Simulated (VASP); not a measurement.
A run of VASP 6.6.1 is set up as follows.

File INCAR:

```
PREC = Accurate ; ENCUT = 500
EDIFF = 1E-6 ; ISMEAR = 0
SIGMA = 0.03 ; LREAL = False
LASPH = True ; NELM = 120
ALGO = Normal ; ISIF = 2
LWAVE = False ; LCHARG = False
GGA = PE ; IVDW = 12
NBANDS = 20 ; GGA_COMPAT = False
```

File KPOINTS:

```
Automatic mesh
0
Gamma
  12 12 6
```

File POSCAR:

```
SnSe2
1.0
    3.8749074870      0.0000000000      0.0000000000
   -1.9374537435      3.3557683210      0.0000000000
    0.0000000000      0.0000000000      6.8465740388
Sn Se
1 2
Direct
    0.0000000000      0.0000000000      0.0000000000
    0.3333333333      0.6666666667      0.2651331237
    0.6666666667      0.3333333333      0.7348668763
```

Potentials or basis: VASP PAW PBE potentials, release 64 (Sn_d, Se).

Run with:

```bash
$ cat potpaw_PBE.64/Sn_d/POTCAR potpaw_PBE.64/Se/POTCAR > POTCAR
$ mpirun -np 1 vasp_std > vasp.out
```

Question: What does it give for the largest force?

Answer: 1.511 eV/Å.

Question: What does it give for the band gap on the k mesh?

Answer: Zero (bands 13 and 14 overlap by 0.17 eV).

Stress tensor (GPa, compression positive):
```
 -4.33   0.00   0.00
  0.00  -4.33   0.00
  0.00   0.00 -11.68
```

Caveat: the stress differs along the axes, from -12 to -4 GPa; semilocal functionals underestimate gaps, and a narrow one can read as zero; spin-orbit coupling is left out, which moves the levels of the heavy elements; forces of over 1 eV/Å act on the atoms, so gaps and moduli don't describe the material at rest.
